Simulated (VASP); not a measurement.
# Bi in VASP: further runs, part 2 of 2

VASP 6.6.1. Earlier steps stand in the parts before.

**3. Electric field gradients, PBEsol (99.20 Å³/atom)**

This run uses another cell than the first one.

INCAR reads:

```
PREC = Accurate
ENCUT = 520
EDIFF = 1E-8
ISMEAR = -1
SIGMA = 0.03
LREAL = F
LASPH = T
NELM = 80
ALGO = Normal
ISIF = 2
LWAVE = F
LCHARG = F
GGA = PS
LEFG = T
NBANDS = 22
```

KPOINTS reads:

```
regular mesh
0
Gamma
  9 9 3
```

POSCAR reads:

```
Bi
1.0
    4.4463416410      0.0000000000      0.0000000000
   -2.2231708206      3.8506448151      0.0000000000
    0.0000000000      0.0000000000     11.5875240800
Bi
2
Direct
    0.3333333333      0.6666666667      0.2500000000
    0.6666666667      0.3333333333      0.7500000000
```

Potentials or basis: VASP PAW PBE potentials, release 64 (Bi_d).

Started as:

```console
$ cat potpaw_PBE.64/Bi_d/POTCAR > POTCAR
$ mpirun -np 1 vasp_std > vasp.out
```

OUTCAR:

```text
PREC = Accurate
   ENCUT = 520
   EDIFF = 1E-8
   ISMEAR = -1
   LREAL = F
   LASPH = T
   NELM = 80
   ISIF = 2
   GGA = PS

 ion  position               nearest neighbor table
   1  0.333  0.667  0.250-
   2  0.667  0.333  0.750-

  LATTYP: Found a hexagonal cell.
 ALAT       =     4.4463416410
 C/A-ratio  =     2.6060804625

  Lattice vectors:

 A1 = (   4.4463416410,   0.0000000000,   0.0000000000)
 A2 = (  -2.2231708206,   3.8506448151,   0.0000000000)
 A3 = (   0.0000000000,   0.0000000000,  11.5875240800)

Analysis of symmetry for initial positions (statically):
=====================================================================
 Subroutine PRICEL returns:
 Original cell was already a primitive cell.

 Routine SETGRP: Setting up the symmetry group for a
 hexagonal supercell.

 Subroutine GETGRP returns: Found 24 space group operations
 (whereof 12 operations were pure point group operations)
 out of a pool of 24 trial point group operations.

The static configuration has the point symmetry D_3d.
 The point group associated with its full space group is D_6h.

Analysis of symmetry for dynamics (positions and initial velocities):
=====================================================================
 Subroutine PRICEL returns:
 Original cell was already a primitive cell.

 Routine SETGRP: Setting up the symmetry group for a
 hexagonal supercell.

 Subroutine GETGRP returns: Found 24 space group operations
 (whereof 12 operations were pure point group operations)
 out of a pool of 24 trial point group operations.

The dynamic configuration has the point symmetry D_3d.
 The point group associated with its full space group is D_6h.

[... 151 lines left out ...]

 k-point     1 :       0.0000    0.0000    0.0000
  band No.  band energies     occupation
      1     -23.6970      2.00000
      2     -23.6969      2.00000
      3     -23.6889      2.00000
      4     -23.6889      2.00000
      5     -23.6889      2.00000
      6     -23.6889      2.00000
[... 589 lines left out ...]
     21       4.6535      0.00000
     22       5.1805      0.00000

------------------------ aborting loop because EDIFF is reached ----------------------------------------

  FORCE on cell =-STRESS in cart. coord.  units (eV):
  Direction    XX          YY          ZZ          XY          YZ          ZX
  --------------------------------------------------------------------------------------
  -------------------------------------------------------------------------------------
  Total       -7.0043155     -7.0043155     -0.6226006      0.0000000     -0.0000000      0.0000000
  in kB      -56.5652019    -56.5652019     -5.0279758      0.0000000     -0.0000000      0.0000000
  external PRESSURE =     -39.3861265 kB  Pullay stress =       0.0000000 kB

 VOLUME and BASIS-vectors are now :
 -----------------------------------------------------------------------------
  energy-cutoff  :      520.00
  volume of cell :      198.39
      direct lattice vectors                 reciprocal lattice vectors
     4.446341641  0.000000000  0.000000000     0.224903995  0.129848382  0.000000000
    -2.223170821  3.850644815  0.000000000     0.000000000  0.259696765  0.000000000
     0.000000000  0.000000000 11.587524080     0.000000000  0.000000000  0.086299713

 POSITION                                       TOTAL-FORCE (eV/Angst)
 -----------------------------------------------------------------------------------
     -0.00000      2.56710      2.89688         0.000000     -0.000000      0.000000
      2.22317      1.28355      8.69064        -0.000000      0.000000      0.000000
 -----------------------------------------------------------------------------------
    total drift:                                0.000000     -0.000000      0.000000

  FREE ENERGIE OF THE ION-ELECTRON SYSTEM (eV)
  ---------------------------------------------------
  free  energy   TOTEN  =        -3.6735611433 eV

  energy  without entropy=       -3.6543597404  energy(sigma->0) =       -3.66396044

 Electric field gradients (V/A^2)
---------------------------------------------------------------------
 ion       V_xx      V_yy      V_zz      V_xy      V_xz      V_yz
---------------------------------------------------------------------
   1      57.054    57.056  -114.111     0.002    -0.000     0.000
   2      57.054    57.056  -114.111     0.002     0.000    -0.000
---------------------------------------------------------------------

 Electric field gradients after diagonalization (V/A^2)
 (convention: |V_zz| > |V_xx| > |V_yy|)
----------------------------------------------------------------------
 ion       V_xx      V_yy      V_zz     asymmetry (V_yy - V_xx)/ V_zz
----------------------------------------------------------------------
   1      57.058    57.053  -114.111       0.000
   2      57.058    57.053  -114.111       0.000
----------------------------------------------------------------------

           NMR quadrupolar parameters

 Cq : quadrupolar parameter    Cq=e*Q*V_zz/h
 eta: asymmetry parameters     (V_yy - V_xx)/ V_zz
 Q  : nuclear electric quadrupole moment in mb (millibarn)
----------------------------------------------------------------------
 ion       Cq(MHz)       eta       Q (mb)
----------------------------------------------------------------------
   1      -0.276       0.000       1.000
   2      -0.276       0.000       1.000
----------------------------------------------------------------------
```

OSZICAR:

```text
N       E                     dE             d eps       ncg     rms          rms(c)
DAV:   1     0.268307713380E+03    0.26831E+03   -0.14428E+04  1096   0.118E+03
DAV:   2     0.169350157784E+02   -0.25137E+03   -0.24728E+03  1164   0.325E+02
DAV:   3    -0.301035699275E+01   -0.19945E+02   -0.19748E+02  1284   0.120E+02
DAV:   4    -0.366898188158E+01   -0.65862E+00   -0.65642E+00  1312   0.242E+01
DAV:   5    -0.369160371448E+01   -0.22622E-01   -0.22620E-01  1508   0.419E+00    0.804E-01
DAV:   6    -0.367395844646E+01    0.17645E-01   -0.39940E-02  1194   0.156E+00    0.509E-01
DAV:   7    -0.367244278983E+01    0.15157E-02   -0.43930E-02  1182   0.136E+00    0.134E-01
DAV:   8    -0.367325979983E+01   -0.81701E-03   -0.32569E-03  1152   0.703E-01    0.496E-02
DAV:   9    -0.367348508379E+01   -0.22528E-03   -0.22344E-04  1222   0.912E-02    0.237E-02
DAV:  10    -0.367355207306E+01   -0.66989E-04   -0.60255E-05  1258   0.374E-02    0.384E-03
DAV:  11    -0.367356008349E+01   -0.80104E-05   -0.80025E-06  1236   0.230E-02    0.238E-03
DAV:  12    -0.367356103636E+01   -0.95288E-06   -0.24526E-06  1116   0.134E-02    0.816E-04
DAV:  13    -0.367356105856E+01   -0.22198E-07   -0.94733E-08  1092   0.201E-03    0.358E-04
DAV:  14    -0.367356113442E+01   -0.75860E-07   -0.10749E-07   900   0.168E-03    0.200E-04
DAV:  15    -0.367356114326E+01   -0.88398E-08   -0.60200E-09  1018   0.515E-04
   1 F= -.36735611E+01 E0= -.36639604E+01  d E =-.192014E-01
```

Run time: 2.6 min. Hardware: 1 thread of Intel Xeon 8259CL, shared host; peak memory 0.35 GiB.

What came out:

| Property | Result |
| --- | --- |
| Free energy | -3.6736 eV |
| Pressure | -3.9 GPa |
| Band gap on the k mesh | zero (bands 15 and 16 overlap by 2.37 eV) |
| Largest electric field gradient by atom | Bi -114.1 V/Å² |

Stress tensor (GPa, compression positive):
```
-5.66  0.00  0.00
 0.00 -5.66  0.00
 0.00  0.00 -0.50
```

Levels at points of the mesh, in eV from the Fermi level:
| k point | band 12 | band 13 | band 14 | band 15 | band 16 | band 17 | band 18 | band 19 |
| --- | --- | --- | --- | --- | --- | --- | --- | --- |
| (0.00, 0.00, 0.00) | -10.37 | -0.94 | -0.37 | 1.59 | 1.59 | 1.61 | 1.61 | 3.02 |

Electric field gradients, principal values (V/Å²):
```csv
atom,least,middle,greatest (by size)
1 Bi,57.053,57.058,-114.111
2 Bi,57.053,57.058,-114.111
```

Caveat: the stress differs along the axes, from -6 to -1 GPa; without QUAD_EFG the Cq values of the log hold for a quadrupole moment of 1 mb, not for the nuclei; the PAW data sets were made with another functional, which shifts forces and pressure a little; spin-orbit coupling is left out, which moves the levels of the heavy elements.
